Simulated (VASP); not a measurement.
Here is a VASP 6.6.1 calculation.

INCAR

```
SYSTEM = Si3Mo
  PREC = Accurate
  ENCUT = 520
  EDIFF = 1E-7
  ISMEAR = 0
  SIGMA = 0.1
  LREAL = .False.
  LASPH = .True.
  NELM = 150
  ALGO = Normal
  ISIF = 2
  LWAVE = .False.
  LCHARG = .True.
  ISPIN = 2
  MAGMOM = 0 0 0 1
  LORBIT = 11
  LMAXMIX = 4
  GGA = PE
  LELF = .True.
  LVHAR = .True.
  NBANDS = 25
```

The input KPOINTS:

```
regular mesh
0
Gamma
  4 4 4
  0 0 0
```

Contents of POSCAR:

```
Si3Mo
1.0
    3.8274465554      0.0000000000      0.0000000000
    0.0000000000      3.8274465554      0.0000000000
    0.0000000000      0.0000000000      3.8274465554
Si Mo
3 1
Direct
    0.0000000000      0.5000000000      0.5000000000
    0.5000000000      0.0000000000      0.5000000000
    0.5000000000      0.5000000000      0.0000000000
    0.0000000000      0.0000000000      0.0000000000
```

Potentials or basis: VASP PAW PBE potentials, release 64 (Si, Mo_sv).

Launch:

```console
$ cat potpaw_PBE.64/Si/POTCAR potpaw_PBE.64/Mo_sv/POTCAR > POTCAR
$ mpirun -np 1 vasp_std > vasp.out
```

Question: Estimate the net moment.

Answer: 0.00 μB per cell.

Question: What does it give for the band gap on the k mesh?

Answer: Zero (filled and empty bands overlap).

Question: Estimate the pressure.

Answer: -0.1 GPa.

Caveat: the k points lie up to 0.41 Å⁻¹ apart.
